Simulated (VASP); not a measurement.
Set up this calculation in VASP 6.6.1, as the native input.

```
Task                   : single point
Functional             : PBE
Potentials or basis    : VASP PAW PBE potentials, release 64 (Al, N)
Cutoff                 : 520 eV
k mesh                 : 9 × 9 × 6
Occupations            : gaussian, width 0.05 eV
Spin                   : no spin polarisation
Dipole correction      : no
Further INCAR settings : ALGO = Normal; EDIFF = 1e-06; NBANDS = 16
```

The structure of AlN lies in POSCAR:

```
AlN
1.0
    3.3134793407      0.0000000000      0.0000000000
   -1.6567396703      2.8695572839      0.0000000000
    0.0000000000      0.0000000000      4.1875902417
Al N
2 2
Direct
    0.3345273419      0.6690546839      0.7500000000
    0.6678606753      0.3357213505      0.2500000000
    0.3310333270      0.6620666539      0.2500000000
    0.6643666603      0.3287333206      0.7500000000
```

This cell differs from its parent crystal: mode 4 frozen in at +0.000 Å and mode 10 at -0.013 Å (largest displacements).

These files were run (other wordings do the same):

INCAR

```
SYSTEM = AlN
PREC = Accurate
ENCUT = 520
EDIFF = 1E-6
ISMEAR = 0
SIGMA = 0.05
LREAL = .FALSE.
LASPH = .TRUE.
NELM = 100
ALGO = Normal
ISIF = 2
LWAVE = .FALSE.
LCHARG = .FALSE.
GGA = PE
NBANDS = 16
```

KPOINTS

```
regular mesh
0
G
  9 9 6
  0 0 0
```

Potentials or basis: VASP PAW PBE potentials, release 64 (Al, N).

Command:

```sh
$ cat potpaw_PBE.64/Al/POTCAR potpaw_PBE.64/N/POTCAR > POTCAR
$ mpirun -np 1 vasp_std > vasp.out
```

It gave:

```yaml
Pressure: -0.1 GPa
Largest_force: 0.310 eV/Å
Band_gap_on_the_k_mesh: 3.26 eV, direct
```

Caveat: the cell differs from its parent crystal (mode 4 frozen in at +0.000 Å and mode 10 at -0.013 Å (largest displacements)).

Wall time 26 s on 1 thread of Intel(R) Xeon(R) 6975P-C (Granite Rapids), on a shared host, peak memory 0.19 GiB.
